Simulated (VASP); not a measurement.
Set up this calculation in VASP 6.6.1, as the native input.

```yaml
Task: single point
Functional: PBEsol
Potentials_or_basis: VASP PAW PBE potentials, release 64 (Hf_pv)
Cutoff: 520 eV
k_mesh: 16 × 16 × 16
Occupations: gaussian, width 0.1 eV
Spin: no spin polarisation
Dipole_correction: no
Further_INCAR_settings: ALGO = Normal; EDIFF = 1e-06; NBANDS = 11
```

The structure of Hf lies in POSCAR:

```
Hf
1.0
    0.0000000000      2.2523747770      2.2523747770
    2.2523747770      0.0000000000      2.2523747770
    2.2523747770      2.2523747770      0.0000000000
Hf
1
Direct
    0.0000000000      0.0000000000      0.0000000000
```

This cell differs from its parent crystal: volume scaled by 1.06.

The input as run:

INCAR

```
PREC = Accurate
ENCUT = 520
EDIFF = 1E-6
ISMEAR = 0
SIGMA = 0.1
LREAL = F
LASPH = T
NELM = 100
ALGO = Normal
ISIF = 2
LWAVE = F
LCHARG = T
GGA = PS
LELF = T
LVHAR = T
NBANDS = 11
```

KPOINTS

```
Automatic mesh
0
Gamma
  16 16 16
```

Potentials or basis: VASP PAW PBE potentials, release 64 (Hf_pv).

The run is started by

```bash
$ cat potpaw_PBE.64/Hf_pv/POTCAR > POTCAR
$ mpirun -np 1 vasp_std > vasp.out
```

Results of the run:

- Pressure: -6.1 GPa
- Band gap on the k mesh: zero (band 5 reaches 5.82 eV, above the bottom of band 6 at 4.05 eV)

Caveat: the PAW data sets were made with another functional, which shifts forces and pressure a little; spin-orbit coupling is left out, which moves the levels of the heavy elements.

Run time: 38 s on 1 thread of Intel Xeon 6975P-C (shared host), peak memory 0.16 GiB.
